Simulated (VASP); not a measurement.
Write the native input for VASP 6.6.1 that does the following.

```yaml
Task: single point
Functional: PBE-based screened hybrid
Potentials_or_basis: VASP PAW PBE potentials, release 64 (Pt, S)
Cutoff: 520 eV
k_mesh: 5 × 5 × 3
Occupations: fermi-dirac, width 0.05 eV
Spin: no spin polarisation
Dipole_correction: no
Grid_for_exact_exchange_PRECFOCK: Normal
Share_of_exact_exchange: 0.25
Further_INCAR_settings: ALGO = Normal; EDIFF = 1e-06; NBANDS = 18
Screening_parameter: 0.6 1/Å
```

The system is PtS2.

```
CELL_PARAMETERS angstrom
3.54320 0.00000 0.00000
-1.77160 3.06850 0.00000
0.00000 0.00000 5.03880
ATOMIC_POSITIONS crystal
Pt 0.00000 0.00000 0.00000
S 0.66667 0.33333 0.77300
S 0.33333 0.66667 0.22700
```

The input as run:

POSCAR

```
PtS2
1.0
    3.5432000000      0.0000000000      0.0000000000
   -1.7716000000      3.0685012107      0.0000000000
    0.0000000000      0.0000000000      5.0388000000
Pt S
1 2
Direct
    0.0000000000      0.0000000000      0.0000000000
    0.6666666667      0.3333333333      0.7730000000
    0.3333333333      0.6666666667      0.2270000000
```

INCAR.step1

```
PREC = Accurate ; ENCUT = 520
EDIFF = 1E-5 ; ISMEAR = -1
SIGMA = 0.05 ; LREAL = False
LASPH = True ; NELM = 80
ALGO = Normal ; ISIF = 2
LWAVE = True ; LCHARG = False
GGA = PE ; NBANDS = 18
```

INCAR.step2

```
PREC = Accurate ; ENCUT = 520
EDIFF = 1E-6 ; ISMEAR = -1
SIGMA = 0.05 ; LREAL = False
LASPH = True ; NELM = 80
ALGO = Normal ; ISIF = 2
LWAVE = False ; LCHARG = False
GGA = PE ; LHFCALC = True
AEXX = 0.25 ; HFSCREEN = 0.6
PRECFOCK = Normal ; ISTART = 1
NBANDS = 18
```

KPOINTS

```
regular mesh
0
Gamma
  5 5 3
```

Potentials or basis: VASP PAW PBE potentials, release 64 (Pt, S).

The run is started by

```console
$ cat potpaw_PBE.64/Pt/POTCAR potpaw_PBE.64/S/POTCAR > POTCAR
$ cp INCAR.step1 INCAR
$ mpirun -np 1 vasp_std > vasp.out
$ cp INCAR.step2 INCAR
$ mpirun -np 1 vasp_std > vasp.out
```

It gave:

The pressure is 8.3 GPa and the largest force is 1.014 eV/Å. The band gap on the k mesh is 1.50 eV, indirect (least direct gap 1.73 eV).

Caveat: the PAW data sets were made with another functional, which shifts forces and pressure a little; spin-orbit coupling is left out, which moves the levels of the heavy elements.

Wall time 9.1 min on 1 thread of Intel(R) Xeon(R) Platinum 8488C (Sapphire Rapids), with other jobs on the host, peak memory 0.29 GiB.
